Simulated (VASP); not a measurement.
## SnSe: single point with PBE

SnSe:

```xyz
2
Lattice="0.0000 3.0100 3.0100 3.0100 0.0000 3.0100 3.0100 3.0100 0.0000" Properties=species:S:1:pos:R:3 pbc="T T T"
Sn    0.0000    0.0000    0.0000
Se    3.0100    3.0100    3.0100
```

```
Program                : VASP 6.6.1
Task                   : single point
Functional             : PBE
Potentials or basis    : VASP PAW PBE potentials, release 64 (Sn_d, Se)
Cutoff                 : 520 eV
k mesh                 : 8 × 8 × 8
Occupations            : gaussian, width 0.026 eV
Spin                   : no spin polarisation
Dipole correction      : no
Further INCAR settings : ALGO = Normal; EDIFF = 1e-07; NBANDS = 17
```

The pressure is 0.9 GPa. The band gap on the k mesh is 0.58 eV, direct.

Levels at points of the mesh, in eV from the valence-band top:
| k point | band 8 | band 9 | band 10 | band 11 | band 12 | band 13 |
| --- | --- | --- | --- | --- | --- | --- |
| (0.00, 0.00, 0.00) | -2.19 | -2.19 | -2.19 | 4.32 | 4.32 | 4.32 |
| (0.50, 0.00, 0.00) | -1.94 | -1.94 | 0.00 | 0.58 | 1.25 | 1.25 |
| (0.50, 0.50, 0.00) | -5.46 | -3.63 | -3.63 | 3.03 | 5.35 | 5.35 |

Wall time 54 s on 1 thread of AMD EPYC 7R13, on a shared host, peak memory 0.16 GiB.

Caveat: spin-orbit coupling is left out, which moves the levels of the heavy elements. A k mesh can miss the band edges.
